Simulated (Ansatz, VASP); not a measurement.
Two plane-wave programs on La3YO2

```
La Y O
1.0
     3.91057    2.25777    3.10502
    -3.91057    2.25777    3.10502
     0.00000   -4.51554    3.10502
La Y O
3 1 2
Direct
  0.00000 0.00000 0.50000
  0.50000 0.00000 0.00000
  0.00000 0.50000 0.00000
  0.50000 0.50000 0.50000
  0.73960 0.73960 0.73960
  0.26040 0.26040 0.26040
```

Alike in both runs: functional PBE; k mesh 6 × 6 × 6; occupations gaussian, width 0.1 eV; no spin polarisation.

Ansatz relaxed the structure, and its values are those at the end. VASP's run is a single point on that final structure, the one shown.

|  | VASP | Ansatz |
| --- | --- | --- |
| version | VASP 6.6.1 | Ansatz 0.2.0 |
| potentials or method | VASP PAW PBE potentials, release 64 (La, Y_sv, O), cutoff 520 eV | scalar-relativistic, plane waves, PAW |
| valence electrons in the cell | 56 | 56 |

Ansatz gave:

```
gap on the k mesh at the Fermi level (eV) : none
pressure (GPa)                            : 0.0
rms of the force components (eV/Å)        : 0.000
```

Question: Which values does VASP return?

Answer: gap on the k mesh at the Fermi level (eV): none; pressure (GPa): -0.1; rms of the force components (eV/Å): 0.004.

A gap of «none» marks a metal or a gap that the smearing closes. With one functional, cell and mesh, what is left measures potentials, basis and numerics.

Neither program's run includes spin-orbit coupling.
